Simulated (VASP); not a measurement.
TiAl (pbe): single point with PBE

The system is TiAl (pbe).

```xyz
2
Lattice="2.8673 0.0000 0.0000 -1.4336 2.4831 0.0000 0.0000 0.0000 4.6781" Properties=species:S:1:pos:R:3 pbc="T T T"
Ti    0.0000    0.0000    0.0000
Al    0.0000    1.6554    2.3390
```

```yaml
Program: VASP 6.6.1
Task: single point
Functional: PBE
Potentials_or_basis: VASP PAW PBE potentials, release 64 (Ti_sv, Al)
Cutoff: 520 eV
k_mesh: 9 × 9 × 4
Occupations: gaussian, width 0.1 eV
Spin: no spin polarisation
```

- Pressure: 0.2 GPa

Stress tensor (GPa, compression positive):
```
 0.53  0.00  0.00
 0.00  0.53  0.00
 0.00  0.00 -0.47
```

Levels at points of the mesh, in eV from the Fermi level:
```
           k point  band 3  band 4  band 5  band 6  band 7  band 8  band 9  band 10  band 11  band 12
(0.00, 0.00, 0.00)  -32.45  -32.45   -8.97   -2.32   -1.87    1.27    1.27     2.74     2.74     3.86
(0.00, 0.00, 0.50)  -32.45  -32.45   -8.09   -5.29   -0.46    1.28    1.28     2.67     2.67     6.74
```

Wall time 9.7 s on 1 thread of Intel(R) Xeon(R) Platinum 8488C (Sapphire Rapids), on a shared host, peak memory 0.16 GiB.
